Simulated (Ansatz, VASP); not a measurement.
# VN2 in VASP and in Ansatz

```
V N
1.0
    -2.13032    2.13032    2.45528
     2.13032   -2.13032    2.45528
     2.13032    2.13032   -2.45528
V N
2 4
Direct
  0.25000 0.25000 0.00000
  0.75000 0.75000 0.00000
  0.11426 0.61426 0.72852
  0.61426 0.88574 0.50000
  0.88574 0.38574 0.27148
  0.38574 0.11426 0.50000
```

Alike in both runs: functional PBEsol; k mesh 12 × 12 × 12; occupations gaussian, width 0.1 eV; no spin polarisation.

Ansatz relaxed the structure, and its values are those at the end. VASP's run is a single point on that final structure, the one shown.

|  | VASP | Ansatz |
| --- | --- | --- |
| version | VASP 6.6.1 | Ansatz 0.2.0 |
| potentials or method | VASP PAW PBE potentials, release 64 (V_sv, N), cutoff 520 eV | scalar-relativistic, plane waves, PAW |
| valence electrons in the cell | 46 | 46 |

|  | VASP | Ansatz | Ansatz less VASP |
| --- | --- | --- | --- |
| gap on the k mesh at the Fermi level (eV) | none | none | - |
| pressure (GPa) | 0.8 | 0.0 | -0.81 |
| rms of the force components (eV/Å) | 0.040 | 0.000 | -0.0401 |

VASP's potentials were made for PBE, not for PBEsol. A gap of «none» marks a metal or a gap that the smearing closes. The functional is the same, so the differences come from potentials, cutoffs and numerics.
